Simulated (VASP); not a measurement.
# BN (I-4m2) in VASP: a series of runs, part 3 of 3

VASP 6.6.1. Earlier steps stand in the parts before.

## (5) Single point, r2SCAN (uniaxial z strain -1.0%)

Input file POSCAR:

```
BN
1.0
    0.0000000000      1.8048254650      1.7867772104
    1.8048254650      0.0000000000      1.7867772104
    1.8048254650      1.8048254650      0.0000000000
B N
1 1
Direct
    0.0000000000      0.0000000000      0.0000000000
    0.2500000000      0.2500000000      0.2500000000
```

Input file INCAR.step1:

```
SYSTEM = BN
PREC     = Accurate       ! precision mode
ENCUT    = 520            ! plane-wave cutoff, eV
ISMEAR   = 0              ! smearing method
SIGMA    = 0.01           ! smearing width, eV
LREAL    = .False.        ! projectors in reciprocal space
LASPH    = .True.         ! aspherical terms in the spheres
NELM     = 100            ! most SCF steps
NBANDS   = 11             ! bands
GGA      = PE             ! functional
ALGO     = Normal         ! electronic algorithm
EDIFF    = 1E-4           ! SCF threshold, eV
LWAVE    = .True.         ! write WAVECAR
LCHARG   = .False.        ! write CHGCAR
```

Input file INCAR.step2:

```
SYSTEM = BN
PREC     = Accurate       ! precision mode
ENCUT    = 520            ! plane-wave cutoff, eV
EDIFF    = 1E-6           ! SCF threshold, eV
ISMEAR   = 0              ! smearing method
SIGMA    = 0.01           ! smearing width, eV
LREAL    = .False.        ! projectors in reciprocal space
LASPH    = .True.         ! aspherical terms in the spheres
NELM     = 100            ! most SCF steps
ALGO     = Normal         ! electronic algorithm
ISIF     = 2              ! what is computed and relaxed
LWAVE    = .False.        ! write WAVECAR
LCHARG   = .False.        ! write CHGCAR
METAGGA  = R2SCAN         ! meta-GGA
LMIXTAU  = .True.       
NBANDS   = 11             ! bands
ISTART   = 1
```

Input file KPOINTS:

```
Automatic mesh
0
Gamma
  12 12 12
  0 0 0
```

Potentials or basis: VASP PAW PBE potentials, release 64 (B, N).

Command:

```sh
$ cat potpaw_PBE.64/B/POTCAR potpaw_PBE.64/N/POTCAR > POTCAR
$ cp INCAR.step1 INCAR
$ mpirun -np 1 vasp_std > vasp.out
$ cp INCAR.step2 INCAR
$ mpirun -np 1 vasp_std > vasp.out
```

OUTCAR:

```text
SYSTEM = BN
   PREC = Accurate
   ENCUT = 520
   EDIFF = 1E-6
   ISMEAR = 0
   LREAL = .False.
   LASPH = .True.
   NELM = 100
   ISIF = 2
   METAGGA = R2SCAN
   ISTART = 1

 ion  position               nearest neighbor table
   1  0.000  0.000  0.000-   2 1.56   2 1.56   2 1.56   2 1.56
   2  0.250  0.250  0.250-   1 1.56   1 1.56   1 1.56   1 1.56

  LATTYP: Found a body centered tetragonal cell.
 ALAT       =     2.5524086503
 C/A-ratio  =     1.4000714268

  Lattice vectors:

 A1 = (   0.0000000000,  -1.8048254650,  -1.7867772104)
 A2 = (   0.0000000000,   1.8048254650,  -1.7867772104)
 A3 = (   1.8048254650,   0.0000000000,   1.7867772104)

Analysis of symmetry for initial positions (statically):
=====================================================================
 Subroutine PRICEL returns:
 Original cell was already a primitive cell.

 Routine SETGRP: Setting up the symmetry group for a
 body centered tetragonal supercell.

 Subroutine GETGRP returns: Found  8 space group operations
 (whereof  8 operations were pure point group operations)
 out of a pool of 16 trial point group operations.

The static configuration has the point symmetry D_2d.

Analysis of symmetry for dynamics (positions and initial velocities):
=====================================================================
 Subroutine PRICEL returns:
 Original cell was already a primitive cell.

 Routine SETGRP: Setting up the symmetry group for a
 body centered tetragonal supercell.

 Subroutine GETGRP returns: Found  8 space group operations
 (whereof  8 operations were pure point group operations)
 out of a pool of 16 trial point group operations.

The dynamic configuration has the point symmetry D_2d.

 Subroutine INISYM returns: Found  8 space group operations
 (whereof  8 operations are pure point group operations),
 and found     1 'primitive' translations

----------------------------------------------------------------------------------------

                                     Primitive cell

  volume of cell :      11.6405

  direct lattice vectors                    reciprocal lattice vectors
     0.000000000  1.804825465  1.786777210    -0.277035098  0.277035098  0.279833433
     1.804825465  0.000000000  1.786777210     0.277035098 -0.277035098  0.279833433
     1.804825465  1.804825465  0.000000000     0.277035098  0.277035098 -0.279833433

  length of vectors
     2.539678672  2.539678672  2.552408650     0.481459906  0.481459906  0.481459906

  position of ions in fractional coordinates (direct lattice)
     0.000000000  0.000000000  0.000000000
     0.250000000  0.250000000  0.250000000

  ion indices of the primitive-cell ions
   primitive index   ion index
                 1           1
                 2           2

----------------------------------------------------------------------------------------

 KPOINTS: Automatic mesh

Automatic generation of k-mesh.
 Grid dimensions read from file:
 generate k-points for:   12   12   12

 Generating k-lattice:

  Cartesian coordinates                     Fractional coordinates (reciprocal lattice)
    -0.023086258  0.023086258  0.023319453     0.083333333  0.000000000  0.000000000
     0.023086258 -0.023086258  0.023319453     0.000000000  0.083333333  0.000000000
     0.023086258  0.023086258 -0.023319453     0.000000000  0.000000000  0.083333333

  Length of vectors
     0.040121659  0.040121659  0.040121659
[... 37 lines left out ...]
   number of dos      NEDOS =    301   number of ions     NIONS =      2
   total plane-waves  NPLWV =   8000
   dimension x,y,z NGX =    20 NGY =   20 NGZ =   20
   dimension x,y,z NGXF=    40 NGYF=   40 NGZF=   40
   ions per type =               1   1
   NGX,Y,Z   is equivalent  to a cutoff of  13.09, 13.09, 13.03 a.u.
   NGXF,Y,Z  is equivalent  to a cutoff of  26.18, 26.18, 26.05 a.u.
 SYSTEM =  BN
   PREC   = accura    normal or accurate (medium, high low for compatibility)
   ISTART =      1    job   : 0-new  1-cont  2-samecut
   ICHARG =      0    charge: 1-file 2-atom 10-const
   ISPIN  =      1    spin polarized calculation?
   LNONCOLLINEAR =      F non collinear calculations
   LSORBIT =      F    spin-orbit coupling
   LASPH  =      T    aspherical Exc in radial PAW
   ENCUT  =  520.0 eV  38.22 Ry    6.18 a.u.   4.72  4.72  4.75*2*pi/ulx,y,z
   NELM   =    100;   NELMIN=  2; NELMDL=  0     # of ELM steps
   EDIFF  = 0.1E-05   stopping-criterion for ELM
   LREAL  =      F    real-space projection
   EDIFFG = 0.1E-04   stopping-criterion for IOM
   NSW    =      0    number of steps for IOM
   IBRION =     -1    ionic relax: 0-MD 1-quasi-New 2-CG
   NFREE  =      0    steps in history (QN), initial steepest desc. (CG)
   ISIF   =      2    stress and relaxation
   ISYM   =      2    0-nonsym 1-usesym 2-fastsym
   POTIM  = 0.5000    time-step for ionic-motion
   TEBEG  =    0.0;   TEEND  =   0.0 temperature during run
   PSTRESS=    0.0 pullay stress
   NELECT =       8.0000    total number of electrons
   NUPDOWN=      -1.0000    fix difference up-down
   EMIN   =  10.00;   EMAX   =-10.00  energy-range for DOS
   EFERMI =   0.00;   METHOD = LEGACY
   ISMEAR =     0;   SIGMA  =   0.01  broadening in eV -4-tet -1-fermi 0-gaus
   EFERMI_NEDOS =   21; number of points for ismear=-14 and -15
   IALGO  =     38    algorithm
   IMIX   =      4    mixing-type and parameters
     AMIX     =   0.40;   BMIX     =  1.00
     AMIX_MAG =   1.60;   BMIX_MAG =  1.00
  volume/ion in A,a.u.               =       5.82        39.28
  Fermi-wavevector in a.u.,A,eV,Ry     =   1.444712  2.730109 28.397974  2.087192
  Thomas-Fermi vector in A             =   2.562976
   LORBIT       =      0    0 simple, 1 ext, 2 COOP (PROOUT), +10 PAW based schemes
   METAGGA = R2SCAN    functional components
   LHFCALC =     F    Hartree Fock is set to
   AEXX    =    0.0000 exact exchange contribution
   IVDW    =     0    specifies the selected vdW correction
   LEPSILON=     F    determine dielectric tensor
   LRPA    =     F    only Hartree local field effects (RPA)
 non-spin polarized calculation
 Gauss-broadening in eV      SIGMA  =   0.01
  energy-cutoff  :      520.00
  volume of cell :       11.64
 maximum number of plane-waves:       331
   NGX =  9   NGY =  9   NGZ =  9

 number of electron       7.9999999 magnetization

 Free energy of the ion-electron system (eV)
  ---------------------------------------------------
  ext. energy  EPLUGINS =         0.00000000
  ---------------------------------------------------
  free energy    TOTEN  =       -19.16738116 eV

  energy without entropy =      -19.16738116  energy(sigma->0) =      -19.16738116

 E-fermi :   7.6390     XC(G=0): -13.7235

 val. band max:        7.4888849818   @ k =   0.0000   0.0000   0.0000
 cond. band min:      12.2958795706   @ k =   0.5000   0.5000   0.0000
 fundamental gap:      4.8069945887
 Fermi energy:         7.6389846480

 k-point     1 :       0.0000    0.0000    0.0000
  band No.  band energies     occupation
      1     -14.0384      2.00000
      2       7.3885      2.00000
      3       7.3885      2.00000
      4       7.4889      2.00000
      5      16.9722      0.00000
      6      17.0445      0.00000
      7      17.0445      0.00000
      8      18.7339      0.00000
      9      33.8425      0.00000
     10      36.0771      0.00000
     11      36.5971      0.00000
[... 309 lines left out ...]
 k-point    24 :      -0.4167    0.1667    0.0000
  band No.  band energies     occupation
      1      -9.2908      2.00000
      2      -3.0606      2.00000
      3       3.1635      2.00000
      4       4.6296      2.00000
      5      17.3791      0.00000
      6      20.6077      0.00000
      7      20.7101      0.00000
      8      24.4498      0.00000
      9      29.8869      0.00000
     10      34.1740      0.00000
     11      35.9799      0.00000

 [... further k-points ...]

------------------------ aborting loop because EDIFF is reached ----------------------------------------

  FORCE on cell =-STRESS in cart. coord.  units (eV):
  Direction    XX          YY          ZZ          XY          YZ          ZX
  --------------------------------------------------------------------------------------
  -------------------------------------------------------------------------------------
  Total        0.2209904      0.2209904      0.6904657      0.0000000      0.0000000      0.0000000
  in kB       30.4167738     30.4167738     95.0346208      0.0000000      0.0000000      0.0000000
  external PRESSURE =      51.9560561 kB  Pullay stress =       0.0000000 kB

 VOLUME and BASIS-vectors are now :
 -----------------------------------------------------------------------------
  energy-cutoff  :      520.00
  volume of cell :       11.64
      direct lattice vectors                 reciprocal lattice vectors
     0.000000000  1.804825465  1.786777210    -0.277035098  0.277035098  0.279833433
     1.804825465  0.000000000  1.786777210     0.277035098 -0.277035098  0.279833433
     1.804825465  1.804825465  0.000000000     0.277035098  0.277035098 -0.279833433

 POSITION                                       TOTAL-FORCE (eV/Angst)
 -----------------------------------------------------------------------------------
      0.00000      0.00000      0.00000         0.000000      0.000000     -0.000000
      0.90241      0.90241      0.89339        -0.000000     -0.000000      0.000000
 -----------------------------------------------------------------------------------
    total drift:                                0.000000      0.000000     -0.000000

  FREE ENERGIE OF THE ION-ELECTRON SYSTEM (eV)
  ---------------------------------------------------
  free  energy   TOTEN  =       -19.1673811622 eV

  energy  without entropy=      -19.1673811622  energy(sigma->0) =      -19.16738116
```

Run time: 1.8 min. Hardware: 1 thread of Intel Xeon 8259CL, shared host; peak memory 0.13 GiB.

What came out:

```
Free energy            : -19.1674 eV
Pressure               : 5.2 GPa
Band gap on the k mesh : 4.81 eV (least direct gap 9.48 eV)
```

Stress tensor (GPa, compression positive):
```
3.04 0.00 0.00
0.00 3.04 0.00
0.00 0.00 9.50
```

Caveat: the cell differs from its parent crystal (uniaxial z strain -1.0%); the cell stands under pressure; the PAW data sets were made with another functional, which shifts forces and pressure a little. A k mesh can miss the band edges.

## (6) Summary

| cell | gap on the mesh (eV) | pressure (GPa) |
| --- | --- | --- |
| a = 2.502, b = 2.502, c = 2.552 Å, angles 59.3, 59.3, 61.3°, 2 atoms | 4.28 | 18.5 |
| a = 2.514, b = 2.514, c = 2.552 Å, angles 59.5, 59.5, 61.0°, 2 atoms | 4.46 | 13.9 |
| a = 2.527, b = 2.527, c = 2.552 Å, angles 59.7, 59.7, 60.7°, 2 atoms | 4.63 | 9.4 |
| a = 2.540, b = 2.540, c = 2.552 Å, angles 59.8, 59.8, 60.3°, 2 atoms | 4.81 | 5.2 |

Alike in all rows: task single point; level r2SCAN; potentials or basis VASP PAW PBE potentials, release 64 (B, N); no spin polarisation; k mesh 12 × 12 × 12; cutoff (eV) 520; smearing gaussian 0.01 eV.

Caveats: the cell stands under pressure; the PAW data sets were made with another functional, which shifts forces and pressure a little.

Total energies depend on the potentials used, so only differences within one code and one set of settings carry meaning.
